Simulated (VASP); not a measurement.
# LiH (I4/mmm) in VASP: further runs

Runs on LiH. Level: LDA. Tasks: single point.

All numbers are computed with VASP 6.6.1; they aren't measurements. Logs are shortened: lines on timing, memory, paths and dates and some standing lists are left out, and cuts for length are marked.

## Step 1: The cell of the first run

It takes space group I4/mmm (No. 139, tetragonal). Conventional cell: a = 2.759 Å, b = 2.759 Å, c = 3.740 Å, α = 90.00°, β = 90.00°, γ = 90.00°. Within 2.5 Å of Li (site symmetry 4/mmm) lie 6 H at 1.87 to 1.95 Å. Within 2.5 Å of H (site symmetry 4/mmm) lie 6 Li at 1.87 to 1.95 Å.

## Step 2: Single point, LDA (strain -0.040 along x and y, -0.080 along z)

INCAR

```
SYSTEM = LiH
PREC = Accurate
ENCUT = 520
EDIFF = 1E-6
ISMEAR = 0
SIGMA = 0.05
LREAL = .FALSE.
LASPH = .TRUE.
NELM = 60
ALGO = Normal
ISIF = 2
LWAVE = .FALSE.
LCHARG = .FALSE.
GGA = CA
NBANDS = 9
```

KPOINTS

```
regular mesh
0
G
  10 10 10
  0 0 0
```

POSCAR

```
LiH
1.0
    0.0000000000      1.9512000000      1.8699000000
    1.9512000000      0.0000000000      1.8699000000
    1.9512000000      1.9512000000      0.0000000000
Li H
1 1
Direct
    0.0000000000      0.0000000000      0.0000000000
    0.5000000000      0.5000000000      0.5000000000
```

Potentials or basis: VASP PAW LDA potentials, release 64 (Li_sv, H).

Run with:

```bash
> cat potpaw_LDA.64/Li_sv/POTCAR potpaw_LDA.64/H/POTCAR > POTCAR
> mpirun -np 1 vasp_std > vasp.out
```

OUTCAR:

```text
SYSTEM = LiH
   PREC = Accurate
   ENCUT = 520
   EDIFF = 1E-6
   ISMEAR = 0
   LREAL = .FALSE.
   LASPH = .TRUE.
   NELM = 60
   ISIF = 2
   GGA = CA

 ion  position               nearest neighbor table
   1  0.000  0.000  0.000-
   2  0.500  0.500  0.500-

  LATTYP: Found a body centered tetragonal cell.
 ALAT       =     2.7594135029
 C/A-ratio  =     1.3552879973

  Lattice vectors:

 A1 = (   0.0000000000,  -1.9512000000,  -1.8699000000)
 A2 = (   0.0000000000,   1.9512000000,  -1.8699000000)
 A3 = (   1.9512000000,   0.0000000000,   1.8699000000)

Analysis of symmetry for initial positions (statically):
=====================================================================
 Subroutine PRICEL returns:
 Original cell was already a primitive cell.

 Routine SETGRP: Setting up the symmetry group for a
 body centered tetragonal supercell.

 Subroutine GETGRP returns: Found 16 space group operations
 (whereof 16 operations were pure point group operations)
 out of a pool of 16 trial point group operations.

The static configuration has the point symmetry D_4h.

Analysis of symmetry for dynamics (positions and initial velocities):
=====================================================================
 Subroutine PRICEL returns:
 Original cell was already a primitive cell.

 Routine SETGRP: Setting up the symmetry group for a
 body centered tetragonal supercell.

 Subroutine GETGRP returns: Found 16 space group operations
 (whereof 16 operations were pure point group operations)
 out of a pool of 16 trial point group operations.

The dynamic configuration has the point symmetry D_4h.

 Subroutine INISYM returns: Found 16 space group operations
 (whereof 16 operations are pure point group operations),
 and found     1 'primitive' translations

----------------------------------------------------------------------------------------

                                     Primitive cell

  volume of cell :      14.2381

  direct lattice vectors                    reciprocal lattice vectors
     0.000000000  1.951200000  1.869900000    -0.256252563  0.256252563  0.267393978
     1.951200000  0.000000000  1.869900000     0.256252563 -0.256252563  0.267393978
     1.951200000  1.951200000  0.000000000     0.256252563  0.256252563 -0.267393978

  length of vectors
     2.702537225  2.702537225  2.759413503     0.450366841  0.450366841  0.450366841

  position of ions in fractional coordinates (direct lattice)
     0.000000000  0.000000000  0.000000000
     0.500000000  0.500000000  0.500000000

  ion indices of the primitive-cell ions
   primitive index   ion index
                 1           1
                 2           2

----------------------------------------------------------------------------------------

 KPOINTS: regular mesh

Automatic generation of k-mesh.
 Grid dimensions read from file:
 generate k-points for:   10   10   10

 Generating k-lattice:

  Cartesian coordinates                     Fractional coordinates (reciprocal lattice)
    -0.025625256  0.025625256  0.026739398     0.100000000  0.000000000  0.000000000
     0.025625256 -0.025625256  0.026739398     0.000000000  0.100000000  0.000000000
     0.025625256  0.025625256 -0.026739398     0.000000000  0.000000000  0.100000000

  Length of vectors
     0.045036684  0.045036684  0.045036684

  Shift w.r.t. Gamma in fractional coordinates (k-lattice)
     0.000000000  0.000000000  0.000000000

 Subroutine IBZKPT returns following result:
 ===========================================

 Found    102 irreducible k-points:

 Following reciprocal coordinates:
            Coordinates               Weight
  0.000000  0.000000  0.000000      1.000000
  0.100000  0.000000  0.000000      8.000000
  0.200000  0.000000  0.000000      8.000000
  0.300000  0.000000  0.000000      8.000000
  0.400000  0.000000  0.000000      8.000000
  0.500000  0.000000  0.000000      4.000000
[... 16 lines left out ...]
  0.300000  0.300000  0.000000      2.000000
  0.400000  0.300000  0.000000      8.000000
 [... further k-points ...]
   k-points           NKPTS =    102   k-points in BZ     NKDIM =    102   number of bands    NBANDS=      9
   number of dos      NEDOS =    301   number of ions     NIONS =      2
   total plane-waves  NPLWV =   9600
   dimension x,y,z NGX =    20 NGY =   20 NGZ =   24
   dimension x,y,z NGXF=    40 NGYF=   40 NGZF=   48
   ions per type =               1   1
   NGX,Y,Z   is equivalent  to a cutoff of  12.30, 12.30, 14.46 a.u.
   NGXF,Y,Z  is equivalent  to a cutoff of  24.61, 24.61, 28.92 a.u.
 SYSTEM =  LiH
   PREC   = accura    normal or accurate (medium, high low for compatibility)
   ISTART =      0    job   : 0-new  1-cont  2-samecut
   ICHARG =      2    charge: 1-file 2-atom 10-const
   ISPIN  =      1    spin polarized calculation?
   LNONCOLLINEAR =      F non collinear calculations
   LSORBIT =      F    spin-orbit coupling
   LASPH  =      T    aspherical Exc in radial PAW
   ENCUT  =  520.0 eV  38.22 Ry    6.18 a.u.   5.02  5.02  5.13*2*pi/ulx,y,z
   NELM   =     60;   NELMIN=  2; NELMDL= -5     # of ELM steps
   EDIFF  = 0.1E-05   stopping-criterion for ELM
   LREAL  =      F    real-space projection
   EDIFFG = 0.1E-04   stopping-criterion for IOM
   NSW    =      0    number of steps for IOM
   IBRION =     -1    ionic relax: 0-MD 1-quasi-New 2-CG
   NFREE  =      0    steps in history (QN), initial steepest desc. (CG)
   ISIF   =      2    stress and relaxation
   ISYM   =      2    0-nonsym 1-usesym 2-fastsym
   POTIM  = 0.5000    time-step for ionic-motion
   TEBEG  =    0.0;   TEEND  =   0.0 temperature during run
   PSTRESS=    0.0 pullay stress
   NELECT =       4.0000    total number of electrons
   NUPDOWN=      -1.0000    fix difference up-down
   EMIN   =  10.00;   EMAX   =-10.00  energy-range for DOS
   EFERMI =   0.00;   METHOD = LEGACY
   ISMEAR =     0;   SIGMA  =   0.05  broadening in eV -4-tet -1-fermi 0-gaus
   EFERMI_NEDOS =   21; number of points for ismear=-14 and -15
   IALGO  =     38    algorithm
   IMIX   =      4    mixing-type and parameters
     AMIX     =   0.40;   BMIX     =  1.00
     AMIX_MAG =   1.60;   BMIX_MAG =  1.00
  volume/ion in A,a.u.               =       7.12        48.04
  Fermi-wavevector in a.u.,A,eV,Ry     =   1.072204  2.026172 15.641555  1.149622
  Thomas-Fermi vector in A             =   2.207967
   LORBIT       =      0    0 simple, 1 ext, 2 COOP (PROOUT), +10 PAW based schemes
   GGA     = CA    functional components
   LHFCALC =     F    Hartree Fock is set to
   AEXX    =    0.0000 exact exchange contribution
   IVDW    =     0    specifies the selected vdW correction
   LEPSILON=     F    determine dielectric tensor
   LRPA    =     F    only Hartree local field effects (RPA)
 non-spin polarized calculation
 Gauss-broadening in eV      SIGMA  =   0.05
  energy-cutoff  :      520.00
  volume of cell :       14.24
 maximum number of plane-waves:       394
   NGX =  9   NGY =  9   NGZ = 11

 number of electron       3.9999997 magnetization

 Free energy of the ion-electron system (eV)
  ---------------------------------------------------
  ext. energy  EPLUGINS =         0.00000000
  ---------------------------------------------------
  free energy    TOTEN  =        -6.48592826 eV

  energy without entropy =       -6.48592826  energy(sigma->0) =       -6.48592826

 E-fermi :   1.4677     XC(G=0):  -9.2182

 val. band max:        1.0704279278   @ k =   0.5000   0.5000   0.0000
 cond. band min:       3.1161945820   @ k =   0.5000   0.0000   0.5000
 fundamental gap:      2.0457666543
 Fermi energy:         1.4677253342

 k-point     1 :       0.0000    0.0000    0.0000
  band No.  band energies     occupation
      1     -42.5646      2.00000
      2      -5.1819      2.00000
      3      18.5756      0.00000
      4      19.2625      0.00000
      5      19.6532      0.00000
      6      19.6532      0.00000
      7      24.5325      0.00000
      8      24.5325      0.00000
      9      24.7879      0.00000

 k-point     2 :       0.1000    0.0000    0.0000
  band No.  band energies     occupation
      1     -42.5567      2.00000
      2      -5.0026      2.00000
      3      16.4808      0.00000
      4      18.8434      0.00000
      5      19.0945      0.00000
      6      19.1269      0.00000
      7      24.0334      0.00000
      8      25.4707      0.00000
      9      25.5578      0.00000

 k-point     3 :       0.2000    0.0000    0.0000
  band No.  band energies     occupation
      1     -42.5359      2.00000
      2      -4.4765      2.00000
      3      12.7610      0.00000
      4      17.5278      0.00000
      5      18.2835      0.00000
      6      18.6023      0.00000
      7      24.6038      0.00000
      8      24.8589      0.00000
      9      26.2576      0.00000

 k-point     4 :       0.3000    0.0000    0.0000
  band No.  band energies     occupation
      1     -42.5103      2.00000
      2      -3.6621      2.00000
      3       9.3321      0.00000
      4      16.3595      0.00000
      5      17.7155      0.00000
      6      18.3428      0.00000
      7      22.4501      0.00000
      8      23.8097      0.00000
      9      26.8197      0.00000

 k-point     5 :       0.4000    0.0000    0.0000
  band No.  band energies     occupation
      1     -42.4895      2.00000
      2      -2.7639      2.00000
      3       6.7982      0.00000
      4      15.5909      0.00000
      5      17.5077      0.00000
      6      18.4201      0.00000
      7      20.9487      0.00000
      8      22.1039      0.00000
      9      28.8601      0.00000

 k-point     6 :       0.5000    0.0000    0.0000
  band No.  band energies     occupation
      1     -42.4816      2.00000
      2      -2.3133      2.00000
      3       5.7935      0.00000
      4      15.3252      0.00000
      5      17.4957      0.00000
      6      18.5646      0.00000
      7      20.3844      0.00000
      8      21.3986      0.00000
      9      30.0889      0.00000
[... 169 lines left out ...]
 k-point    21 :      -0.3000    0.2000    0.0000
  band No.  band energies     occupation
      1     -42.4827      2.00000
      2      -2.3139      2.00000
      3       7.8268      0.00000
      4      10.6747      0.00000
      5      16.1242      0.00000
      6      17.3098      0.00000
      7      24.5877      0.00000
      8      27.7263      0.00000
      9      29.5828      0.00000

 k-point    22 :      -0.2000    0.2000    0.0000
  band No.  band energies     occupation
      1     -42.5029      2.00000
      2      -3.3121      2.00000
      3      10.6329      0.00000
      4      11.2692      0.00000
      5      17.5497      0.00000
      6      17.9349      0.00000
      7      23.8655      0.00000
      8      25.9227      0.00000
      9      27.6869      0.00000

 k-point    23 :       0.3000    0.3000    0.0000
  band No.  band energies     occupation
      1     -42.4886      2.00000
      2      -2.7748      2.00000
      3      10.4285      0.00000
      4      12.9837      0.00000
      5      12.9837      0.00000
      6      16.5018      0.00000
      7      19.4345      0.00000
      8      31.7027      0.00000
      9      33.1927      0.00000

 k-point    24 :       0.4000    0.3000    0.0000
  band No.  band energies     occupation
      1     -42.4721      2.00000
      2      -1.7824      2.00000
      3       8.1431      0.00000
      4      11.2497      0.00000
      5      12.4552      0.00000
      6      17.3857      0.00000
      7      19.3641      0.00000
      8      32.1686      0.00000
      9      32.6829      0.00000

 [... further k-points ...]
[... 5 lines left out ...]
  --------------------------------------------------------------------------------------
  -------------------------------------------------------------------------------------
  Total        0.0397565      0.0397565      0.4582342      0.0000000      0.0000000      0.0000000
  in kB        4.4737001      4.4737001     51.5639427      0.0000000      0.0000000      0.0000000
  external PRESSURE =      20.1704477 kB  Pullay stress =       0.0000000 kB

 VOLUME and BASIS-vectors are now :
 -----------------------------------------------------------------------------
  energy-cutoff  :      520.00
  volume of cell :       14.24
      direct lattice vectors                 reciprocal lattice vectors
     0.000000000  1.951200000  1.869900000    -0.256252563  0.256252563  0.267393978
     1.951200000  0.000000000  1.869900000     0.256252563 -0.256252563  0.267393978
     1.951200000  1.951200000  0.000000000     0.256252563  0.256252563 -0.267393978

 POSITION                                       TOTAL-FORCE (eV/Angst)
 -----------------------------------------------------------------------------------
      0.00000      0.00000      0.00000        -0.000000      0.000000      0.000000
      1.95120      1.95120      1.86990         0.000000     -0.000000      0.000000
 -----------------------------------------------------------------------------------
    total drift:                                0.000000     -0.000000      0.000000

  FREE ENERGIE OF THE ION-ELECTRON SYSTEM (eV)
  ---------------------------------------------------
  free  energy   TOTEN  =        -6.4859282556 eV

  energy  without entropy=       -6.4859282556  energy(sigma->0) =       -6.48592826
```

Wall time 9.2 s (1 thread of Intel Xeon 6975P-C, shared host); peak memory 0.12 GiB.

Results:

```yaml
Free_energy: -6.4859 eV
Band_gap_on_the_k_mesh: 2.05 eV, indirect (least direct gap 2.39 eV)
```

Caveat: the cell differs from its parent crystal (strain -0.040 along x and y, -0.080 along z); the cutoff is under 1.25 times the usual one of these potentials, so pressure, stress and relaxed cells hold a basis-set (Pulay) error. A k mesh can miss the band edges.

## Step 3: Single point, LDA (strain -0.040 along x and y, +0.000 along z)

INCAR

```
PREC     = Accurate       # precision mode
ENCUT    = 520            # plane-wave cutoff, eV
EDIFF    = 1E-7           # SCF threshold, eV
ISMEAR   = 0              # smearing method
SIGMA    = 0.05           # smearing width, eV
LREAL    = False          # projectors in reciprocal space
LASPH    = True           # aspherical terms in the spheres
NELM     = 60             # most SCF steps
ALGO     = Normal         # electronic algorithm
ISIF     = 2              # what is computed and relaxed
LWAVE    = False          # write WAVECAR
LCHARG   = True           # write CHGCAR
LELF     = True           # ELF
LVHAR    = True         
NBANDS   = 9              # bands
```

KPOINTS

```
regular mesh
0
Gamma
  10 10 10
```

POSCAR

```
LiH
1.0
    0.0000000000      1.9512000000      2.0325000000
    1.9512000000      0.0000000000      2.0325000000
    1.9512000000      1.9512000000      0.0000000000
Li H
1 1
Direct
    0.0000000000      0.0000000000      0.0000000000
    0.5000000000      0.5000000000      0.5000000000
```

Potentials or basis: VASP PAW LDA potentials, release 64 (Li_sv, H).

Run with:

```bash
> cat potpaw_LDA.64/Li_sv/POTCAR potpaw_LDA.64/H/POTCAR > POTCAR
> mpirun -np 1 vasp_std > vasp.out
```

Run time: 7.8 s. Hardware: 1 thread of Intel Xeon 6975P-C, shared host; peak memory 0.13 GiB.

The run converged. Its results:

```
Free energy            : -6.4898 eV
Band gap on the k mesh : 2.10 eV, indirect (least direct gap 2.43 eV)
```

Levels at points of the mesh, in eV from the valence-band top:
```tsv
k point	band 1	band 2	band 3	band 4	band 5	band 6	band 7
(0.00, 0.00, 0.00)	-43.55	-5.82	16.49	17.59	17.59	17.92	22.46
(0.50, 0.00, 0.00)	-43.49	-3.00	4.63	13.61	16.00	16.63	18.60
(0.50, 0.50, 0.00)	-43.48	-0.33	2.10	10.92	10.92	14.23	17.69
(0.50, 0.00, 0.50)	-43.47	0.00	2.65	10.08	10.44	13.59	17.33
```

Caveat: the cell differs from its parent crystal (strain -0.040 along x and y, +0.000 along z); the cutoff is under 1.25 times the usual one of these potentials, so pressure, stress and relaxed cells hold a basis-set (Pulay) error.
